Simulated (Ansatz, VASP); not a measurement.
Two plane-wave programs on SiNi

```
CELL_PARAMETERS angstrom
5.08412 0.00000 0.00000
0.00000 3.36486 0.00000
0.00000 0.00000 5.51969
ATOMIC_POSITIONS crystal
Si 0.32117 0.75000 0.08720
Si 0.17883 0.25000 0.58720
Si 0.82117 0.75000 0.41280
Si 0.67883 0.25000 0.91280
Ni 0.00937 0.25000 0.18741
Ni 0.49063 0.75000 0.68741
Ni 0.50937 0.25000 0.31259
Ni 0.99063 0.75000 0.81259
```

Alike in both runs: functional PBEsol; k mesh 8 × 12 × 8; occupations methfessel-paxton of order 1, width 0.1 eV; no spin polarisation.

Ansatz relaxed the structure, and its values are those at the end. VASP's run is a single point on that final structure, the one shown.

|  | VASP | Ansatz |
| --- | --- | --- |
| version | VASP 6.6.1 | Ansatz 0.2.0 |
| potentials or method | VASP PAW PBE potentials, release 64 (Si, Ni) | scalar-relativistic, plane waves, PAW |
| plane-wave cutoff (eV) | 520 | 420 |
| valence electrons in the cell | 56 | 88 |

VASP gave:

| Property | Result |
| --- | --- |
| gap on the k mesh at the Fermi level (eV) | none |
| pressure (GPa) | 0.2 |
| rms of the force components (eV/Å) | 0.006 |

**Question.** What did Ansatz give for the same quantities?

**Answer.** gap on the k mesh at the Fermi level (eV): none; pressure (GPa): 0.0; rms of the force components (eV/Å): 0.000.

VASP's potentials were made for PBE, not for PBEsol. A gap of «none» marks a metal or a gap that the smearing closes. VASP's potentials hold 56 valence electrons a cell and Ansatz's 88, so a difference there can come from the potentials and not from the codes.
